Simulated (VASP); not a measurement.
# SrTiO3 (I4/mcm) in VASP: a series of runs

The runs below take SrTiO3 through relaxation of shape and atoms at fixed volume, with PBE.

Everything below comes from runs of VASP 6.6.1. Logs are shortened: lines on timing, memory, paths and dates and some standing lists are left out, and cuts for length are marked.

**1. The cell of the first run**

It takes space group I4/mcm (No. 140, tetragonal). Conventional cell: a = 5.499 Å, b = 5.499 Å, c = 7.813 Å, α = 90.00°, β = 90.00°, γ = 90.00°. Within 3.5 Å of Sr (site symmetry -42m) lie 12 O at 2.64 to 2.88 Å and 8 Ti at 3.37 Å. Ti (site symmetry 4/m) has 6 O at 1.95 Å within 2.6 Å. Within 2.6 Å of O (site symmetry 422) lie 2 Ti at 1.95 Å. Within 2.9 Å of O (site symmetry m2m) lie 2 Ti at 1.95 Å and 4 Sr at 2.64 to 2.88 Å and 8 O at 2.76 Å.

**2. Relaxation of shape and atoms at fixed volume, PBE (11.81 Å³/atom)**

File INCAR:

```
SYSTEM = SrTiO3
ALGO = Normal ; EDIFF = 1E-6
EDIFFG = -0.01 ; ENCUT = 600
GGA = PE ; IBRION = 2
ISIF = 4 ; ISMEAR = 0
LASPH = .True. ; LCHARG = .False.
LREAL = .False. ; LWAVE = .False.
NELM = 80 ; NSW = 50
PREC = Accurate ; SIGMA = 0.02
```

File KPOINTS:

```
k-points
0
Gamma
  8 8 8
  0 0 0
```

File POSCAR:

```
SrTiO3
1.0
   -2.7496541259      2.7496541259      3.9065784058
    2.7496541259     -2.7496541259      3.9065784058
    2.7496541259      2.7496541259     -3.9065784058
Sr Ti O
2 2 6
Direct
    0.7500000000      0.2500000000      0.5000000000
    0.2500000000      0.7500000000      0.5000000000
    0.0000000000      0.0000000000      0.0000000000
    0.5000000000      0.5000000000      0.0000000000
    0.2500000000      0.2500000000      0.0000000000
    0.7500000000      0.7500000000      0.0000000000
    0.7281949558      0.2281949558      0.9563899116
    0.2281949558      0.2718050442      0.5000000000
    0.2718050442      0.7718050442      0.0436100884
    0.7718050442      0.7281949558      0.5000000000
```

Potentials or basis: VASP PAW PBE potentials, release 64 (Sr_sv, Ti_sv, O).

Run with:

```
$ cat potpaw_PBE.64/Sr_sv/POTCAR potpaw_PBE.64/Ti_sv/POTCAR potpaw_PBE.64/O/POTCAR > POTCAR
$ mpirun -np 1 vasp_std > vasp.out
```

OUTCAR:

```text
SYSTEM = SrTiO3
   EDIFF = 1E-6
   EDIFFG = -0.01
   ENCUT = 600
   GGA = PE
   IBRION = 2
   ISIF = 4
   ISMEAR = 0
   LASPH = .True.
   LREAL = .False.
   NELM = 80
   NSW = 50
   PREC = Accurate

 ion  position               nearest neighbor table
   1  0.750  0.250  0.500-   7 2.64   8 2.64   9 2.64  10 2.64   5 2.75   6 2.75   6 2.75   5 2.75
                             9 2.88   7 2.88   8 2.88  10 2.88   4 3.37   3 3.37   4 3.37   3 3.37
   2  0.250  0.750  0.500-   7 2.64   8 2.64   9 2.64  10 2.64   5 2.75   6 2.75   5 2.75   6 2.75
                             9 2.88   7 2.88  10 2.88   8 2.88   4 3.37   3 3.37   4 3.37   3 3.37
   3  0.000  0.000  0.000-   7 1.95   8 1.95   9 1.95  10 1.95   5 1.95   6 1.95   1 3.37   1 3.37
                             2 3.37   2 3.37   1 3.37   2 3.37   1 3.37   2 3.37
   4  0.500  0.500  0.000-   7 1.95   9 1.95  10 1.95   8 1.95   5 1.95   6 1.95   1 3.37   1 3.37
                             2 3.37   2 3.37   2 3.37   1 3.37   2 3.37   1 3.37
   5  0.250  0.250  0.000-   3 1.95   4 1.95   1 2.75   2 2.75   2 2.75   1 2.75
   6  0.750  0.750  0.000-   3 1.95   4 1.95   1 2.75   2 2.75   1 2.75   2 2.75
   7  0.728  0.228  0.956-   3 1.95   4 1.95   1 2.64   2 2.64   2 2.88   1 2.88
   8  0.228  0.272  0.500-   4 1.95   3 1.95   1 2.64   2 2.64   1 2.88   2 2.88
   9  0.272  0.772  0.044-   3 1.95   4 1.95   1 2.64   2 2.64   2 2.88   1 2.88
  10  0.772  0.728  0.500-   3 1.95   4 1.95   1 2.64   2 2.64   1 2.88   2 2.88

  LATTYP: Found a body centered tetragonal cell.
 ALAT       =     5.4993082518
 C/A-ratio  =     1.4207526572

  Lattice vectors:

 A1 = (  -2.7496541259,   2.7496541259,   3.9065784058)
 A2 = (   2.7496541259,  -2.7496541259,   3.9065784058)
 A3 = (   2.7496541259,   2.7496541259,  -3.9065784058)

Analysis of symmetry for initial positions (statically):
=====================================================================
 Subroutine PRICEL returns:
 Original cell was already a primitive cell.

 Routine SETGRP: Setting up the symmetry group for a
 body centered tetragonal supercell.

 Subroutine GETGRP returns: Found 16 space group operations
 (whereof  8 operations were pure point group operations)
 out of a pool of 16 trial point group operations.

The static configuration has the point symmetry C_4h.
 The point group associated with its full space group is D_4h.

Analysis of symmetry for dynamics (positions and initial velocities):
=====================================================================
 Subroutine PRICEL returns:
 Original cell was already a primitive cell.

 Routine SETGRP: Setting up the symmetry group for a
 body centered tetragonal supercell.

 Subroutine GETGRP returns: Found 16 space group operations
 (whereof  8 operations were pure point group operations)
 out of a pool of 16 trial point group operations.

The dynamic configuration has the point symmetry C_4h.
 The point group associated with its full space group is D_4h.

 Subroutine INISYM returns: Found 16 space group operations
 (whereof  8 operations are pure point group operations),
 and found     1 'primitive' translations

----------------------------------------------------------------------------------------

                                     Primitive cell

  volume of cell :     118.1443

  direct lattice vectors                    reciprocal lattice vectors
    -2.749654126  2.749654126  3.906578406     0.000000000  0.181841052  0.127989240
     2.749654126 -2.749654126  3.906578406     0.181841052  0.000000000  0.127989240
     2.749654126  2.749654126 -3.906578406     0.181841052  0.181841052  0.000000000

  length of vectors
     5.512036871  5.512036871  5.512036871     0.222367745  0.222367745  0.257162083

  position of ions in fractional coordinates (direct lattice)
     0.750000000  0.250000000  0.500000000
     0.250000000  0.750000000  0.500000000
     0.000000000  0.000000000  0.000000000
     0.500000000  0.500000000  0.000000000
     0.250000000  0.250000000  0.000000000
     0.750000000  0.750000000  0.000000000
     0.728194956  0.228194956  0.956389912
     0.228194956  0.271805044  0.500000000
     0.271805044  0.771805044  0.043610088
     0.771805044  0.728194956  0.500000000

  ion indices of the primitive-cell ions
   primitive index   ion index
                 1           1
                 2           2
                 3           3
                 4           4
                 5           5
                 6           6
                 7           7
                 8           8
                 9           9
                10          10

----------------------------------------------------------------------------------------

 KPOINTS: k-points

Automatic generation of k-mesh.
 Grid dimensions read from file:
 generate k-points for:    8    8    8

 Generating k-lattice:

  Cartesian coordinates                     Fractional coordinates (reciprocal lattice)
     0.000000000  0.022730132  0.015998655     0.125000000  0.000000000  0.000000000
     0.022730132  0.000000000  0.015998655     0.000000000  0.125000000  0.000000000
     0.022730132  0.022730132  0.000000000     0.000000000  0.000000000  0.125000000

  Length of vectors
     0.027795968  0.027795968  0.032145260

  Shift w.r.t. Gamma in fractional coordinates (k-lattice)
     0.000000000  0.000000000  0.000000000

 Subroutine IBZKPT returns following result:
 ===========================================

 Found     59 irreducible k-points:

 Following reciprocal coordinates:
            Coordinates               Weight
  0.000000  0.000000  0.000000      1.000000
  0.125000  0.000000  0.000000      8.000000
  0.250000  0.000000  0.000000      8.000000
  0.375000  0.000000  0.000000      8.000000
  0.500000  0.000000  0.000000      4.000000
  0.125000  0.125000  0.000000      8.000000
[... 16 lines left out ...]
  0.250000  0.125000  0.125000     16.000000
  0.375000  0.125000  0.125000      8.000000
 [... further k-points ...]
   k-points           NKPTS =     59   k-points in BZ     NKDIM =     59   number of bands    NBANDS=     48
   number of dos      NEDOS =    301   number of ions     NIONS =     10
   total plane-waves  NPLWV = 110592
   dimension x,y,z NGX =    48 NGY =   48 NGZ =   48
   dimension x,y,z NGXF=    96 NGYF=   96 NGZF=   96
   ions per type =               2   2   6
   NGX,Y,Z   is equivalent  to a cutoff of  14.48, 14.48, 14.48 a.u.
   NGXF,Y,Z  is equivalent  to a cutoff of  28.95, 28.95, 28.95 a.u.
 SYSTEM =  SrTiO3
   PREC   = accura    normal or accurate (medium, high low for compatibility)
   ISTART =      0    job   : 0-new  1-cont  2-samecut
   ICHARG =      2    charge: 1-file 2-atom 10-const
   ISPIN  =      1    spin polarized calculation?
   LNONCOLLINEAR =      F non collinear calculations
   LSORBIT =      F    spin-orbit coupling
   LASPH  =      T    aspherical Exc in radial PAW
   ENCUT  =  600.0 eV  44.10 Ry    6.64 a.u.  11.01 11.01 11.01*2*pi/ulx,y,z
   NELM   =     80;   NELMIN=  2; NELMDL= -5     # of ELM steps
   EDIFF  = 0.1E-05   stopping-criterion for ELM
   LREAL  =      F    real-space projection
   EDIFFG = -.1E-01   stopping-criterion for IOM
   NSW    =     50    number of steps for IOM
   IBRION =      2    ionic relax: 0-MD 1-quasi-New 2-CG
   NFREE  =      1    steps in history (QN), initial steepest desc. (CG)
   ISIF   =      4    stress and relaxation
   ISYM   =      2    0-nonsym 1-usesym 2-fastsym
   POTIM  = 0.5000    time-step for ionic-motion
   TEBEG  =    0.0;   TEEND  =   0.0 temperature during run
   PSTRESS=    0.0 pullay stress
   NELECT =      80.0000    total number of electrons
   NUPDOWN=      -1.0000    fix difference up-down
   EMIN   =  10.00;   EMAX   =-10.00  energy-range for DOS
   EFERMI =   0.00;   METHOD = LEGACY
   ISMEAR =     0;   SIGMA  =   0.02  broadening in eV -4-tet -1-fermi 0-gaus
   EFERMI_NEDOS =   21; number of points for ismear=-14 and -15
   IALGO  =     38    algorithm
   IMIX   =      4    mixing-type and parameters
     AMIX     =   0.40;   BMIX     =  1.00
     AMIX_MAG =   1.60;   BMIX_MAG =  1.00
  volume/ion in A,a.u.               =      11.81        79.73
  Fermi-wavevector in a.u.,A,eV,Ry     =   1.437586  2.716644 28.118541  2.066654
  Thomas-Fermi vector in A             =   2.556648
   LORBIT       =      0    0 simple, 1 ext, 2 COOP (PROOUT), +10 PAW based schemes
   GGA     = PE    functional components
   LHFCALC =     F    Hartree Fock is set to
   AEXX    =    0.0000 exact exchange contribution
   IVDW    =     0    specifies the selected vdW correction
   LEPSILON=     F    determine dielectric tensor
   LRPA    =     F    only Hartree local field effects (RPA)
 conjugate gradient relaxation of ions
 non-spin polarized calculation
 Gauss-broadening in eV      SIGMA  =   0.02
  energy-cutoff  :      600.00
  volume of cell :      118.14
 maximum number of plane-waves:      3976
 NGX is ok and might be reduce to    48
   NGX = 21   NGY = 21   NGZ = 21

--------------------------------------- Ionic step        1  -------------------------------------------

 number of electron      80.0000007 magnetization

 Free energy of the ion-electron system (eV)
  ---------------------------------------------------
  ext. energy  EPLUGINS =         0.00000000
  ---------------------------------------------------
  free energy    TOTEN  =       -80.14611124 eV

  energy without entropy =      -80.14611124  energy(sigma->0) =      -80.14611124

------------------------ aborting loop because EDIFF is reached ----------------------------------------

  FORCE on cell =-STRESS in cart. coord.  units (eV):
  Direction    XX          YY          ZZ          XY          YZ          ZX
  --------------------------------------------------------------------------------------
  -------------------------------------------------------------------------------------
  Total        4.4010141      4.4010141      4.4858734      0.0000000     -0.0000000      0.0000000
  in kB       59.6830033     59.6830033     60.8337963      0.0000000     -0.0000000      0.0000000
  external PRESSURE =      60.0666009 kB  Pullay stress =       0.0000000 kB
[... 249 lines left out ...]
  energy  without entropy=      -80.1464926415  energy(sigma->0) =      -80.14649264

--------------------------------------- Ionic step        7  -------------------------------------------

 number of electron      80.0000003 magnetization

 Free energy of the ion-electron system (eV)
  ---------------------------------------------------
  ext. energy  EPLUGINS =         0.00000000
  ---------------------------------------------------
  free energy    TOTEN  =       -80.14668880 eV

  energy without entropy =      -80.14668880  energy(sigma->0) =      -80.14668880

 E-fermi :   4.2122     XC(G=0): -11.3136

 val. band max:        4.1169532610   @ k =  -0.1250   0.1250   0.0000
 cond. band min:       6.0897532085   @ k =   0.0000   0.0000   0.0000
 fundamental gap:      1.9727999475
 Fermi energy:         4.2121712499

 k-point     1 :       0.0000    0.0000    0.0000
  band No.  band energies     occupation
      1     -52.2679      2.00000
      2     -52.2631      2.00000
      3     -28.5805      2.00000
      4     -28.5802      2.00000
      5     -28.5802      2.00000
      6     -28.5164      2.00000
[... 1213 lines left out ...]
     47       9.7626      0.00000
     48       9.7626      0.00000

 [... further k-points ...]

------------------------ aborting loop because EDIFF is reached ----------------------------------------

  FORCE on cell =-STRESS in cart. coord.  units (eV):
  Direction    XX          YY          ZZ          XY          YZ          ZX
  --------------------------------------------------------------------------------------
  -------------------------------------------------------------------------------------
  Total        4.4306520      4.4306520      4.3776522      0.0000000     -0.0000000      0.0000000
  in kB       60.0849286     60.0849286     59.3661879      0.0000000     -0.0000000      0.0000000
  external PRESSURE =      59.8453484 kB  Pullay stress =       0.0000000 kB
[... 25 lines left out ...]
  FREE ENERGIE OF THE ION-ELECTRON SYSTEM (eV)
  ---------------------------------------------------
  free  energy   TOTEN  =       -80.1466888020 eV

  energy  without entropy=      -80.1466888020  energy(sigma->0) =      -80.14668880

 reached required accuracy - stopping structural energy minimisation
```

It took 57 min on 1 thread of Oxide Virtual Turin-like, shared host; peak memory 0.54 GiB.

Results:

| Item | Value |
| --- | --- |
| Free energy | -80.1467 eV |
| Energy gained by relaxing | 0.1 meV/atom |
| Ionic steps | 7 |
| Pressure after relaxing | 6.0 GPa |
| Largest force after relaxing | 0.006 eV/Å |
| Band gap on the k mesh | 1.97 eV (least direct gap 1.98 eV) |

Forces in eV/Å, atoms in the order of the input:
```
Sr   0.000  0.000  0.000
Sr   0.000  0.000  0.000
Ti   0.000  0.000  0.000
Ti   0.000  0.000  0.000
O    0.000  0.000  0.000
O    0.000  0.000  0.000
O   -0.004 -0.004  0.000
O    0.004 -0.004  0.000
O    0.004  0.004  0.000
O   -0.004  0.004  0.000
```

The path:
```tsv
step	energy change (eV)	largest force (eV/Å)	pressure (GPa)	volume (Å³)
1	0.0000	0.0138	6.01	118.14
2	-0.0001	0.0140	6.03	118.14
3	-0.0001	0.0149	6.02	118.14
4	-0.0001	0.0144	6.02	118.14
5	-0.0002	0.0132	6.02	118.14
6	-0.0004	0.0110	6.01	118.14
7	-0.0006	0.0063	5.98	118.14
```

Final structure:
```cif
data_structure
_symmetry_space_group_name_H-M 'P 1'
_symmetry_Int_Tables_number 1
_cell_length_a 5.5136
_cell_length_b 5.5136
_cell_length_c 5.5136
_cell_angle_alpha 120.209
_cell_angle_beta 120.209
_cell_angle_gamma 89.639
_cell_volume 118.14
loop_
_atom_site_label
_atom_site_type_symbol
_atom_site_fract_x
_atom_site_fract_y
_atom_site_fract_z
_atom_site_occupancy
Sr1 Sr 0.75000 0.25000 0.50000 1
Sr2 Sr 0.25000 0.75000 0.50000 1
Ti1 Ti 0.00000 0.00000 0.00000 1
Ti2 Ti 0.50000 0.50000 0.00000 1
O1 O 0.25000 0.25000 0.00000 1
O2 O 0.75000 0.75000 0.00000 1
O3 O 0.72631 0.22631 0.95262 1
O4 O 0.22631 0.27369 0.50000 1
O5 O 0.27369 0.77369 0.04738 1
O6 O 0.77369 0.72631 0.50000 1
```

Levels at points of the mesh, in eV from the valence-band top:
```
           k point  band 38  band 39  band 40  band 41  band 42  band 43
(0.00, 0.00, 0.00)    -0.13    -0.01    -0.01     1.97     1.97     1.99
(0.50, 0.00, 0.00)    -0.75    -0.57    -0.57     3.42     3.42     3.46
(0.50, 0.50, 0.00)    -0.67    -0.66    -0.05     2.11     3.78     3.81
(0.50, 0.50, 0.50)    -0.61    -0.61    -0.07     2.14     3.74     3.74
```

A k mesh can miss the band edges.

**3. Relaxation of shape and atoms at fixed volume, PBE (11.45 Å³/atom)**

This run uses another cell than the first one, of 11.45 Å³/atom.

File INCAR:

```
PREC = Accurate
ENCUT = 600
EDIFF = 1E-6
ISMEAR = 0
SIGMA = 0.02
LREAL = False
LASPH = True
NELM = 100
ALGO = Normal
ISIF = 4
LWAVE = False
LCHARG = False
GGA = PE
IBRION = 2
NSW = 50
EDIFFG = -0.01
```

File KPOINTS:

```
regular mesh
0
Gamma
  8 8 8
```

File POSCAR:

```
SrTiO3
1.0
   -2.7190670827      2.7190670827      3.8714081154
    2.7190670827     -2.7190670827      3.8714081154
    2.7190670827      2.7190670827     -3.8714081154
Sr Ti O
2 2 6
Direct
    0.7500000000      0.2500000000      0.5000000000
    0.2500000000      0.7500000000      0.5000000000
    0.0000000000      0.0000000000      0.0000000000
    0.5000000000      0.5000000000      0.0000000000
    0.2500000000      0.2500000000      0.0000000000
    0.7500000000      0.7500000000      0.0000000000
    0.7244681400      0.2244681400      0.9489362800
    0.2244681400      0.2755318600      0.5000000000
    0.2755318600      0.7755318600      0.0510637200
    0.7755318600      0.7244681400      0.5000000000
```

Potentials or basis: VASP PAW PBE potentials, release 64 (Sr_sv, Ti_sv, O).

Run with:

```
$ cat potpaw_PBE.64/Sr_sv/POTCAR potpaw_PBE.64/Ti_sv/POTCAR potpaw_PBE.64/O/POTCAR > POTCAR
$ mpirun -np 1 vasp_std > vasp.out
```

It took 50 min on 1 thread of Oxide Virtual Turin-like, shared host; peak memory 0.54 GiB.

It converged, with:

```
Free energy               : -79.9308 eV
Energy gained by relaxing : 0.1 meV/atom
Ionic steps               : 7
Pressure after relaxing   : 12.4 GPa
Band gap on the k mesh    : 2.07 eV (least direct gap 2.09 eV)
```

The path:
| step | energy change (eV) | largest force (eV/Å) | pressure (GPa) | volume (Å³) |
| --- | --- | --- | --- | --- |
| 1 | 0.0000 | 0.0173 | 12.46 | 114.49 |
| 2 | -0.0001 | 0.0182 | 12.49 | 114.49 |
| 3 | -0.0001 | 0.0194 | 12.48 | 114.49 |
| 4 | -0.0002 | 0.0183 | 12.48 | 114.49 |
| 5 | -0.0004 | 0.0155 | 12.47 | 114.49 |
| 6 | -0.0007 | 0.0104 | 12.44 | 114.49 |
| 7 | -0.0008 | 0.0020 | 12.39 | 114.49 |

Final structure:
```
Sr Ti O
1.0
    -2.71684    2.71684    3.87776
     2.71684   -2.71684    3.87776
     2.71684    2.71684   -3.87776
Sr Ti O
2 2 6
Direct
  0.75000 0.25000 0.50000
  0.25000 0.75000 0.50000
  0.00000 0.00000 0.00000
  0.50000 0.50000 0.00000
  0.25000 0.25000 0.00000
  0.75000 0.75000 0.00000
  0.72155 0.22155 0.94310
  0.22155 0.27845 0.50000
  0.27845 0.77845 0.05690
  0.77845 0.72155 0.50000
```

Levels at points of the mesh, in eV from the valence-band top:
| k point | band 37 | band 38 | band 39 | band 40 | band 41 | band 42 | band 43 | band 44 |
| --- | --- | --- | --- | --- | --- | --- | --- | --- |
| (0.00, 0.00, 0.00) | -0.24 | -0.20 | -0.01 | -0.01 | 2.07 | 2.07 | 2.10 | 4.30 |
| (0.50, 0.00, 0.00) | -0.72 | -0.72 | -0.58 | -0.58 | 3.58 | 3.58 | 3.61 | 3.61 |
| (0.50, 0.50, 0.00) | -1.36 | -0.64 | -0.63 | -0.04 | 2.21 | 3.94 | 3.96 | 3.98 |
| (0.50, 0.50, 0.50) | -1.44 | -0.56 | -0.56 | -0.06 | 2.26 | 3.88 | 3.88 | 4.15 |

A k mesh can miss the band edges.
